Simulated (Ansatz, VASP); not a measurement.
## Ta6F in VASP and in Ansatz

```
CELL_PARAMETERS angstrom
4.60022 0.00000 0.00000
-2.30011 3.98391 0.00000
0.00000 0.00000 21.40177
ATOMIC_POSITIONS crystal
Ta 0.66667 0.33333 0.18690
Ta 0.33333 0.66667 0.23078
Ta 0.00000 0.00000 0.27465
Ta 0.66667 0.33333 0.31578
Ta 0.33333 0.66667 0.35436
Ta 0.00000 0.00000 0.39257
F 0.55556 0.44444 0.42715
```

Alike in both runs: task single point; functional LDA; k mesh 6 × 6 × 1; occupations gaussian, width 0.1 eV; collinear spin.

```csv
,VASP,Ansatz
version,VASP 6.6.1,Ansatz 0.2.0
potentials or method,"VASP PAW LDA potentials, release 64 (Ta_pv, F), cutoff 520 eV","scalar-relativistic, plane waves, PAW"
valence electrons in the cell,73,85
```

|  | VASP | Ansatz | Ansatz less VASP |
| --- | --- | --- | --- |
| gap on the k mesh at the Fermi level (eV) | none | none | - |
| rms of the force components (eV/Å) | 0.784 | 0.781 | -0.0032 |
| net moment per atom (μB) | 0.00 | 0.00 | 0.000 |

Ansatz warns that its potentials were made for another functional, while VASP's fit it. LDA's correlation is that of Perdew and Zunger in VASP and of Perdew and Wang (1992) in Ansatz. Atom by atom the forces differ by 0.027 eV/Å (rms over components). A gap of «none» marks a metal or a gap that the smearing closes. VASP's potentials hold 73 valence electrons a cell and Ansatz's 85, so a difference there can come from the potentials and not from the codes. Ansatz's warnings: seeded moment not kept.

Neither program's run includes spin-orbit coupling.
